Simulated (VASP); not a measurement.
# Al (Fd-3m) in VASP: notebook

Al is run at these levels: PBE; tasks: relaxation of cell and atoms, single point.

Everything below comes from runs of VASP 6.6.1. Logs are shortened: lines on timing, memory, paths and dates and some standing lists are left out, and cuts for length are marked.

## Step 1: The cell of the first run

It takes space group Fd-3m (No. 227, cubic). The conventional cell has a = 5.168 Å, b = 5.168 Å, c = 5.168 Å, α = 90.00°, β = 90.00°, γ = 90.00°. Within 3.0 Å of Al (site symmetry -43m) lie 4 Al at 2.24 Å.

## Step 2: Relaxation of cell and atoms, PBE, target pressure 13 GPa, at which the enthalpy is minimised

INCAR reads:

```
PREC = Accurate ; ENCUT = 600
EDIFF = 1E-7 ; ISMEAR = -1
SIGMA = 0.1 ; LREAL = F
LASPH = T ; NELM = 60
ALGO = Normal ; ISIF = 3
LWAVE = F ; LCHARG = F
GGA = PE ; IBRION = 2
NSW = 60 ; EDIFFG = -0.005
PSTRESS = 130.0
```

KPOINTS reads:

```
regular mesh
0
Gamma
  13 13 13
```

POSCAR reads:

```
Al
1.0
    0.0000000000      2.5841249212      2.5841249212
    2.5841249212      0.0000000000      2.5841249212
    2.5841249212      2.5841249212      0.0000000000
Al
2
Direct
   -0.1250000000     -0.1250000000     -0.1250000000
    0.1250000000      0.1250000000      0.1250000000
```

Potentials or basis: VASP PAW PBE potentials, release 64 (Al).

Started as:

```bash
cat potpaw_PBE.64/Al/POTCAR > POTCAR
mpirun -np 1 vasp_std > vasp.out
```

OUTCAR:

```text
PREC = Accurate
   ENCUT = 600
   EDIFF = 1E-7
   ISMEAR = -1
   LREAL = F
   LASPH = T
   NELM = 60
   ISIF = 3
   GGA = PE
   IBRION = 2
   NSW = 60
   EDIFFG = -0.005
   PSTRESS = 130.0

 ion  position               nearest neighbor table
   1  0.875  0.875  0.875-   2 2.24   2 2.24   2 2.24   2 2.24
   2  0.125  0.125  0.125-   1 2.24   1 2.24   1 2.24   1 2.24

  LATTYP: Found a face centered cubic cell.
 ALAT       =     5.1682498424

  Lattice vectors:

 A1 = (   0.0000000000,   2.5841249212,   2.5841249212)
 A2 = (   2.5841249212,   0.0000000000,   2.5841249212)
 A3 = (   2.5841249212,   2.5841249212,   0.0000000000)

Analysis of symmetry for initial positions (statically):
=====================================================================
 Subroutine PRICEL returns:
 Original cell was already a primitive cell.

 Routine SETGRP: Setting up the symmetry group for a
 face centered cubic supercell.

 Subroutine GETGRP returns: Found 48 space group operations
 (whereof 12 operations were pure point group operations)
 out of a pool of 48 trial point group operations.

The static configuration has the point symmetry D_3d.
 The point group associated with its full space group is O_h .

Analysis of symmetry for dynamics (positions and initial velocities):
=====================================================================
 Subroutine PRICEL returns:
 Original cell was already a primitive cell.

 Routine SETGRP: Setting up the symmetry group for a
 face centered cubic supercell.

 Subroutine GETGRP returns: Found 48 space group operations
 (whereof 12 operations were pure point group operations)
 out of a pool of 48 trial point group operations.

The dynamic configuration has the point symmetry D_3d.
 The point group associated with its full space group is O_h .

 Subroutine INISYM returns: Found 48 space group operations
 (whereof 12 operations are pure point group operations),
 and found     1 'primitive' translations

----------------------------------------------------------------------------------------

                                     Primitive cell

  volume of cell :      34.5120

  direct lattice vectors                    reciprocal lattice vectors
     0.000000000  2.584124921  2.584124921    -0.193489098  0.193489098  0.193489098
     2.584124921  0.000000000  2.584124921     0.193489098 -0.193489098  0.193489098
     2.584124921  2.584124921  0.000000000     0.193489098  0.193489098 -0.193489098

  length of vectors
     3.654504510  3.654504510  3.654504510     0.335132948  0.335132948  0.335132948

  position of ions in fractional coordinates (direct lattice)
     0.875000000  0.875000000  0.875000000
     0.125000000  0.125000000  0.125000000

  ion indices of the primitive-cell ions
   primitive index   ion index
                 1           1
                 2           2

----------------------------------------------------------------------------------------

 KPOINTS: regular mesh

Automatic generation of k-mesh.
 Grid dimensions read from file:
 generate k-points for:   13   13   13

 Generating k-lattice:

  Cartesian coordinates                     Fractional coordinates (reciprocal lattice)
    -0.014883777  0.014883777  0.014883777     0.076923077  0.000000000  0.000000000
     0.014883777 -0.014883777  0.014883777     0.000000000  0.076923077  0.000000000
     0.014883777  0.014883777 -0.014883777     0.000000000  0.000000000  0.076923077

  Length of vectors
     0.025779458  0.025779458  0.025779458

  Shift w.r.t. Gamma in fractional coordinates (k-lattice)
     0.000000000  0.000000000  0.000000000

 Subroutine IBZKPT returns following result:
 ===========================================

 Found     84 irreducible k-points:

 Following reciprocal coordinates:
            Coordinates               Weight
  0.000000  0.000000  0.000000      1.000000
  0.076923  0.000000  0.000000      8.000000
  0.153846  0.000000  0.000000      8.000000
  0.230769  0.000000  0.000000      8.000000
  0.307692  0.000000  0.000000      8.000000
  0.384615  0.000000  0.000000      8.000000
[... 16 lines left out ...]
  0.384615  0.153846  0.000000     24.000000
  0.461538  0.153846  0.000000     24.000000
 [... further k-points ...]
   k-points           NKPTS =     84   k-points in BZ     NKDIM =     84   number of bands    NBANDS=      7
   number of dos      NEDOS =    301   number of ions     NIONS =      2
   total plane-waves  NPLWV =  27000
   dimension x,y,z NGX =    30 NGY =   30 NGZ =   30
   dimension x,y,z NGXF=    60 NGYF=   60 NGZF=   60
   ions per type =               2
   NGX,Y,Z   is equivalent  to a cutoff of  13.65, 13.65, 13.65 a.u.
   NGXF,Y,Z  is equivalent  to a cutoff of  27.29, 27.29, 27.29 a.u.
 SYSTEM =  unknown system
   PREC   = accura    normal or accurate (medium, high low for compatibility)
   ISTART =      0    job   : 0-new  1-cont  2-samecut
   ICHARG =      2    charge: 1-file 2-atom 10-const
   ISPIN  =      1    spin polarized calculation?
   LNONCOLLINEAR =      F non collinear calculations
   LSORBIT =      F    spin-orbit coupling
   LASPH  =      T    aspherical Exc in radial PAW
   ENCUT  =  600.0 eV  44.10 Ry    6.64 a.u.   7.30  7.30  7.30*2*pi/ulx,y,z
   NELM   =     60;   NELMIN=  2; NELMDL= -5     # of ELM steps
   EDIFF  = 0.1E-06   stopping-criterion for ELM
   LREAL  =      F    real-space projection
   EDIFFG = -.5E-02   stopping-criterion for IOM
   NSW    =     60    number of steps for IOM
   IBRION =      2    ionic relax: 0-MD 1-quasi-New 2-CG
   NFREE  =      1    steps in history (QN), initial steepest desc. (CG)
   ISIF   =      3    stress and relaxation
   ISYM   =      2    0-nonsym 1-usesym 2-fastsym
   POTIM  = 0.5000    time-step for ionic-motion
   TEBEG  =    0.0;   TEEND  =   0.0 temperature during run
   PSTRESS=  130.0 pullay stress
   NELECT =       6.0000    total number of electrons
   NUPDOWN=      -1.0000    fix difference up-down
   EMIN   =  10.00;   EMAX   =-10.00  energy-range for DOS
   EFERMI =   0.00;   METHOD = LEGACY
   ISMEAR =    -1;   SIGMA  =   0.10  broadening in eV -4-tet -1-fermi 0-gaus
   EFERMI_NEDOS =   21; number of points for ismear=-14 and -15
   IALGO  =     38    algorithm
   IMIX   =      4    mixing-type and parameters
     AMIX     =   0.40;   BMIX     =  1.00
     AMIX_MAG =   1.60;   BMIX_MAG =  1.00
  volume/ion in A,a.u.               =      17.26       116.45
  Fermi-wavevector in a.u.,A,eV,Ry     =   0.913696  1.726635 11.358694  0.834840
  Thomas-Fermi vector in A             =   2.038237
   LORBIT       =      0    0 simple, 1 ext, 2 COOP (PROOUT), +10 PAW based schemes
   GGA     = PE    functional components
   LHFCALC =     F    Hartree Fock is set to
   AEXX    =    0.0000 exact exchange contribution
   IVDW    =     0    specifies the selected vdW correction
   LEPSILON=     F    determine dielectric tensor
   LRPA    =     F    only Hartree local field effects (RPA)
 conjugate gradient relaxation of ions
 non-spin polarized calculation
  energy-cutoff  :      600.00
  volume of cell :       34.51
 maximum number of plane-waves:      1173
 NGX is ok and might be reduce to    30
   NGX = 15   NGY = 15   NGZ = 15

--------------------------------------- Ionic step        1  -------------------------------------------

 number of electron       6.0000000 magnetization

 Free energy of the ion-electron system (eV)
  ---------------------------------------------------
  ext. energy  EPLUGINS =         0.00000000
  ---------------------------------------------------
  free energy    TOTEN  =        -4.06332536 eV

  energy without entropy =       -4.03360993  energy(sigma->0) =       -4.04846765

------------------------ aborting loop because EDIFF is reached ----------------------------------------

  FORCE on cell =-STRESS in cart. coord.  units (eV):
  Direction    XX          YY          ZZ          XY          YZ          ZX
  --------------------------------------------------------------------------------------
  -------------------------------------------------------------------------------------
  Total        9.5251789      9.5251789      9.5251789      0.0000000     -0.0000000     -0.0000000
  in kB      442.1943749    442.1943749    442.1943749      0.0000000     -0.0000000     -0.0000000
  external PRESSURE =     312.1943749 kB  Pullay stress =     130.0000000 kB
[... 23 lines left out ...]
  enthalpy is  TOTEN    =        -1.2630336288 eV   P V=        2.8002917362

--------------------------------------- Ionic step        2  -------------------------------------------

 number of electron       6.0000000 magnetization

 E-fermi :   2.9042     XC(G=0):  -8.1984

 val. band max:        2.8894895689   @ k =  -0.4615   0.3077   0.1538
 cond. band min:       2.9078492845   @ k =  -0.4615   0.3077   0.0000
 fundamental gap:      0.0183597156
 Fermi energy:         2.9042296017

 k-point     1 :       0.0000    0.0000    0.0000
  band No.  band energies     occupation
      1      -5.0248      2.00000
      2       5.0468      0.00000
      3       5.0468      0.00000
      4       5.0468      0.00000
      5       6.8978      0.00000
      6       6.8978      0.00000
      7       6.8978      0.00000
[... 297 lines left out ...]
  FREE ENERGIE OF THE ION-ELECTRON SYSTEM (eV)
  ---------------------------------------------------
  free  energy   TOTEN  =        -5.6663407120 eV

  energy  without entropy=       -5.6232787298  energy(sigma->0) =       -5.64480972

  enthalpy is  TOTEN    =        -2.0584265650 eV   P V=        3.6079141471

[... ionic steps 4 to 16 ...]

--------------------------------------- Ionic step       17  -------------------------------------------

 number of electron       6.0000000 magnetization

------------------------ aborting loop because EDIFF is reached ----------------------------------------

  FORCE on cell =-STRESS in cart. coord.  units (eV):
  Direction    XX          YY          ZZ          XY          YZ          ZX
  --------------------------------------------------------------------------------------
  -------------------------------------------------------------------------------------
  Total        3.6017723      3.6017723      3.6017723      0.0000000     -0.0000000     -0.0000000
  in kB      130.4041650    130.4041650    130.4041650      0.0000000     -0.0000000     -0.0000000
  external PRESSURE =       0.4041650 kB  Pullay stress =     130.0000000 kB
[... 61 lines left out ...]
  enthalpy is  TOTEN    =        -2.0586448390 eV   P V=        3.5907888911

--------------------------------------- Ionic step       19  -------------------------------------------

 number of electron       6.0000000 magnetization

 Free energy of the ion-electron system (eV)
  ---------------------------------------------------
  ext. energy  EPLUGINS =         0.00000000
  ---------------------------------------------------
  free energy    TOTEN  =        -5.64979399 eV

  energy without entropy =       -5.60698575  energy(sigma->0) =       -5.62838987

 E-fermi :   4.3610     XC(G=0):  -8.8929

 val. band max:        4.3431632709   @ k =  -0.4615   0.3077   0.0000
 cond. band min:       4.3703716418   @ k =  -0.1538   0.0769   0.0000
 fundamental gap:      0.0272083709
 Fermi energy:         4.3609608201

 k-point     1 :       0.0000    0.0000    0.0000
  band No.  band energies     occupation
      1      -4.5159      2.00000
      2       6.8945      0.00000
      3       6.8945      0.00000
      4       6.8945      0.00000
      5       8.7449      0.00000
      6       8.7449      0.00000
      7       8.7449      0.00000
[... 259 lines left out ...]
  FREE ENERGIE OF THE ION-ELECTRON SYSTEM (eV)
  ---------------------------------------------------
  free  energy   TOTEN  =        -5.6497939926 eV

  energy  without entropy=       -5.6069857515  energy(sigma->0) =       -5.62838987

  enthalpy is  TOTEN    =        -2.0586456710 eV   P V=        3.5911483217

 reached required accuracy - stopping structural energy minimisation
```

Run time: 57 s. Hardware: 1 thread of Intel Xeon 6975P-C (Granite Rapids), shared host; peak memory 0.16 GiB.

What came out:

* Free energy: -5.6498 eV
* Relaxed volume: 22.13 Å³/atom
* Relaxed cell: a = 3.970 Å, b = 3.970 Å, c = 3.970 Å, α = 60.00°, β = 60.00°, γ = 60.00°
* Space group after relaxing (to 0.05 Å): Fd-3m (No. 227)
* Energy change on relaxing (the enthalpy is what falls): -793.2 meV/atom
* Ionic steps: 19
* Pressure after relaxing: 13.0 GPa
* Band gap on the k mesh: zero (band 3 reaches 6.89 eV, above the bottom of band 4 at 2.83 eV)

The path:
| step | energy change (eV) | largest force (eV/Å) | pressure (GPa) | volume (Å³) |
| --- | --- | --- | --- | --- |
| 1 | 0.0000 | 0.0000 | 44.22 | 34.51 |
| 2 | -1.9578 | 0.0000 | 0.83 | 54.18 |
| 3 | -1.6030 | 0.0000 | 12.64 | 44.47 |
| 4 | -1.5857 | 0.0000 | 13.04 | 44.25 |
| 5 | -1.5857 | 0.0000 | 13.04 | 44.25 |
| 6 | -1.5857 | 0.0000 | 13.04 | 44.25 |
| 7 | -1.5857 | 0.0000 | 13.04 | 44.25 |
| 8 | -1.5857 | 0.0000 | 13.04 | 44.25 |
| 9 | -1.5857 | 0.0000 | 13.04 | 44.25 |
| 10 | -1.5857 | 0.0000 | 13.04 | 44.25 |
| 11 | -1.5858 | 0.0000 | 13.04 | 44.25 |
| 12 | -1.5858 | 0.0000 | 13.04 | 44.25 |
| 13 | -1.5858 | 0.0000 | 13.04 | 44.25 |
| 14 | -1.5858 | 0.0000 | 13.04 | 44.25 |
| 15 | -1.5858 | 0.0000 | 13.04 | 44.25 |
| 16 | -1.5858 | 0.0000 | 13.04 | 44.25 |
| 17 | -1.5859 | 0.0000 | 13.04 | 44.25 |
| 18 | -1.5861 | 0.0000 | 13.04 | 44.25 |
| 19 | -1.5865 | 0.0000 | 13.03 | 44.26 |

Final structure:
```yaml
crystal:
  lattice:
    - [0.00000, 2.80752, 2.80752]
    - [2.80752, 0.00000, 2.80752]
    - [2.80752, 2.80752, 0.00000]
  atoms:
    - { symbol: Al, position: [0.87500, 0.87500, 0.87500] }
    - { symbol: Al, position: [0.12500, 0.12500, 0.12500] }
```

Levels at points of the mesh, in eV from the Fermi level:
```
           k point  band 1  band 2  band 3  band 4  band 5  band 6
(0.00, 0.00, 0.00)   -8.88    2.53    2.53    2.53    4.38    4.38
```

Caveat: the cell is relaxed towards a set pressure, so the enthalpy falls and the energy may rise; the volume moved by over 15 % at a fixed basis, so the end points are rough.

## Step 3: Relaxation of cell and atoms, PBE, target pressure 13 GPa, at which the enthalpy is minimised

This run uses another cell than the first one, of 22.14 Å³/atom, 1.283 times its volume.

INCAR reads:

```
PREC = Accurate
ENCUT = 600
EDIFF = 1E-6
ISMEAR = -1
SIGMA = 0.1
LREAL = F
LASPH = T
NELM = 100
ALGO = Normal
ISIF = 3
LWAVE = F
LCHARG = F
GGA = PE
IBRION = 2
NSW = 32
EDIFFG = -0.005
PSTRESS = 130.0
```

KPOINTS is that of step 2.

POSCAR reads:

```
Al
1.0
    0.0000000000      2.8078364931      2.8078364931
    2.8078364931      0.0000000000      2.8078364931
    2.8078364931      2.8078364931      0.0000000000
Al
2
Direct
   -0.1250000000     -0.1250000000     -0.1250000000
    0.1250000000      0.1250000000      0.1250000000
```

Potentials or basis: VASP PAW PBE potentials, release 64 (Al).

Started as:

```bash
cat potpaw_PBE.64/Al/POTCAR > POTCAR
mpirun -np 1 vasp_std > vasp.out
```

Run time: 7.9 s. Hardware: 1 thread of Intel Xeon 6975P-C (Granite Rapids), shared host; peak memory 0.17 GiB.

The run converged. Its results:

| Property | Result |
| --- | --- |
| Free energy | -5.6515 eV |
| Pressure after relaxing | 13.0 GPa |
| Band gap on the k mesh | zero (band 3 reaches 6.89 eV, above the bottom of band 4 at 2.83 eV) |

Final structure:
```yaml
crystal:
  lattice:
    - [0.00000, 2.80784, 2.80784]
    - [2.80784, 0.00000, 2.80784]
    - [2.80784, 2.80784, 0.00000]
  atoms:
    - { symbol: Al, position: [0.87500, 0.87500, 0.87500] }
    - { symbol: Al, position: [0.12500, 0.12500, 0.12500] }
```

Levels at points of the mesh, in eV from the Fermi level:
```
           k point  band 1  band 2  band 3  band 4  band 5  band 6  band 7
(0.00, 0.00, 0.00)   -8.88    2.53    2.53    2.53    4.38    4.38    4.38
```

Caveat: the relaxation stopped at its first step, so nothing moved; the cell is relaxed towards a set pressure, so the enthalpy falls and the energy may rise.

## Step 4: Single point, PBE

This run uses another cell than the first one, of 22.14 Å³/atom, 1.283 times its volume.

INCAR reads:

```
PREC = Accurate
ENCUT = 520
EDIFF = 1E-6
ISMEAR = -1
SIGMA = 0.1
LREAL = False
LASPH = True
NELM = 100
ALGO = Normal
ISIF = 2
LWAVE = False
LCHARG = False
GGA = PE
NBANDS = 10
```

KPOINTS reads:

```
Automatic mesh
0
Gamma
  13 13 13
```

POSCAR is that of step 3.

Started as:

```bash
cat potpaw_PBE.64/Al/POTCAR > POTCAR
mpirun -np 1 vasp_std > vasp.out
```

Wall time 12 s (1 thread of Intel Xeon 6975P-C (Granite Rapids), shared host); peak memory 0.17 GiB.

Results (log left out):

```yaml
Free_energy: -5.6513 eV
Pressure: 13.0 GPa
Band_gap_on_the_k_mesh: zero (band 3 reaches 6.89 eV, above the bottom of band 4 at 2.83 eV)
```

Levels at points of the mesh, in eV from the Fermi level:
```
           k point  band 1  band 2  band 3  band 4  band 5  band 6
(0.00, 0.00, 0.00)   -8.88    2.53    2.53    2.53    4.38    4.38
```

## Step 5: Single point, PBE

This run uses another cell than the first one, of 22.11 Å³/atom, 1.281 times its volume.

INCAR reads:

```
SYSTEM = Al
PREC = Accurate
ENCUT = 520
EDIFF = 1E-6
ISMEAR = -1
SIGMA = 0.1
LREAL = .FALSE.
LASPH = .TRUE.
NELM = 80
ALGO = Normal
ISIF = 2
LWAVE = .FALSE.
LCHARG = .FALSE.
GGA = PE
NBANDS = 10
```

KPOINTS reads:

```
Automatic mesh
0
G
  13 13 13
  0 0 0
```

POSCAR reads:

```
Al
1.0
    0.0000000000      2.8067090150      2.8067090150
    2.8067090150      0.0000000000      2.8067090150
    2.8067090150      2.8067090150      0.0000000000
Al
2
Direct
   -0.1250000000     -0.1250000000     -0.1250000000
    0.1250000000      0.1250000000      0.1250000000
```

Started as:

```bash
cat potpaw_PBE.64/Al/POTCAR > POTCAR
mpirun -np 1 vasp_std > vasp.out
```

It took 12 s on 1 thread of Intel Xeon 6975P-C (Granite Rapids), shared host; peak memory 0.17 GiB.

It converged, with:

```yaml
Free_energy: -5.6469 eV
Pressure: 13.1 GPa
Band_gap_on_the_k_mesh: zero (band 3 reaches 6.90 eV, above the bottom of band 4 at 2.84 eV)
```

Levels at points of the mesh, in eV from the Fermi level:
| k point | band 1 | band 2 | band 3 | band 4 | band 5 | band 6 | band 7 |
| --- | --- | --- | --- | --- | --- | --- | --- |
| (0.00, 0.00, 0.00) | -8.88 | 2.54 | 2.54 | 2.54 | 4.39 | 4.39 | 4.39 |

## Step 6: Summary

```csv
task,cell,cutoff (eV),gap on the mesh (eV),pressure (GPa)
relaxation of cell and atoms,"relaxed to 13 GPa from a = 3.655 Å, angles 60.0°, 2 atoms",600,none,13.0
relaxation of cell and atoms,"relaxed to 13 GPa from a = 3.971 Å, angles 60.0°, 2 atoms",600,none,13.0
single point,"a = 3.971 Å, angles 60.0°, 2 atoms",520,none,13.0
single point,"a = 3.969 Å, angles 60.0°, 2 atoms",520,none,13.1
```

Alike in all rows: level PBE; potentials or basis VASP PAW PBE potentials, release 64 (Al); no spin polarisation; k mesh 13 × 13 × 13; smearing fermi-dirac 0.1 eV.

Caveats: the cell is relaxed towards a set pressure, so the enthalpy falls and the energy may rise (some runs); the volume moved by over 15 % at a fixed basis, so the end points are rough (some runs); the relaxation stopped at its first step, so nothing moved (some runs).

Absolute energies hang on the potentials; compare differences alone.
